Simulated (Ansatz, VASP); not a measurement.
**One calculation of Si2Ni, two programs**

```
Si Ni
1.0
     0.00000    2.70664    2.70664
     2.70664    0.00000    2.70664
     2.70664    2.70664    0.00000
Si Ni
2 1
Direct
  0.25000 0.25000 0.25000
  0.75000 0.75000 0.75000
  0.00000 0.00000 0.00000
```

Alike in both runs: task single point; functional LDA; k mesh 8 × 8 × 8; occupations gaussian, width 0.05 eV; collinear spin.

```csv
,VASP,Ansatz
version,VASP 6.6.1,Ansatz 0.2.0
potentials or method,"VASP PAW LDA potentials, release 64 (Si, Ni), cutoff 520 eV","scalar-relativistic, plane waves, PAW"
valence electrons in the cell,18,26
```

|  | VASP | Ansatz | Ansatz less VASP |
| --- | --- | --- | --- |
| gap on the k mesh at the Fermi level (eV) | none | none | - |
| pressure (GPa) | -5.3 | -5.6 | -0.29 |
| net moment per atom (μB) | 0.00 | 0.00 | 0.000 |

LDA's correlation is that of Perdew and Zunger in VASP and of Perdew and Wang (1992) in Ansatz. A gap of «none» marks a metal or a gap that the smearing closes. VASP's potentials hold 18 valence electrons a cell and Ansatz's 26, so a difference there can come from the potentials and not from the codes. Ansatz's warnings: seeded moment not kept.
